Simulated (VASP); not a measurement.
KCl: single point with r2SCAN

The system is KCl.

```xyz
2
Lattice="0.0000 3.1448 3.1448 3.0879 0.0000 3.1448 3.0879 3.1448 0.0000" Properties=species:S:1:pos:R:3 pbc="T T T"
K     0.0000    0.0000    0.0000
Cl    3.0879    3.1448    3.1448
```

This cell differs from its parent crystal: uniaxial x strain -1.8%.

```json
{
 "Program": "VASP 6.6.1",
 "Task": "single point",
 "Functional": "r2SCAN",
 "Potentials or basis": "VASP PAW PBE potentials, release 64 (K_sv, Cl)",
 "Cutoff": "520 eV",
 "k mesh": "8 × 8 × 8",
 "Occupations": "gaussian, width 0.01 eV",
 "Spin": "no spin polarisation"
}
```

The pressure is 0.4 GPa and the band gap on the k mesh is 5.89 eV, direct.

Stress tensor (GPa, compression positive):
```
0.97 0.00 0.00
0.00 0.11 0.00
0.00 0.00 0.11
```

Levels at points of the mesh, in eV from the valence-band top:
| k point | band 4 | band 5 | band 6 | band 7 | band 8 | band 9 | band 10 | band 11 | band 12 | band 13 |
| --- | --- | --- | --- | --- | --- | --- | --- | --- | --- | --- |
| (0.00, 0.00, 0.00) | -10.92 | -10.92 | -0.02 | -0.02 | 0.00 | 5.89 | 8.99 | 8.99 | 9.11 | 10.04 |
| (0.50, 0.00, 0.00) | -10.93 | -10.69 | -1.09 | -0.35 | -0.35 | 8.18 | 9.31 | 11.37 | 11.39 | 12.16 |
| (0.50, 0.50, 0.00) | -10.98 | -10.98 | -0.70 | -0.23 | -0.23 | 7.02 | 9.29 | 10.77 | 11.13 | 11.63 |
| (0.00, 0.50, 0.50) | -10.99 | -10.99 | -0.67 | -0.26 | -0.26 | 6.98 | 9.31 | 10.88 | 11.17 | 11.64 |

It took 11 min on 1 thread of AMD EPYC 7R13 Processor (Zen 3), on a shared host, peak memory 0.21 GiB.

Caveat: the cell differs from its parent crystal (uniaxial x strain -1.8%); the PAW data sets were made with another functional, which shifts forces and pressure a little. A k mesh can miss the band edges.
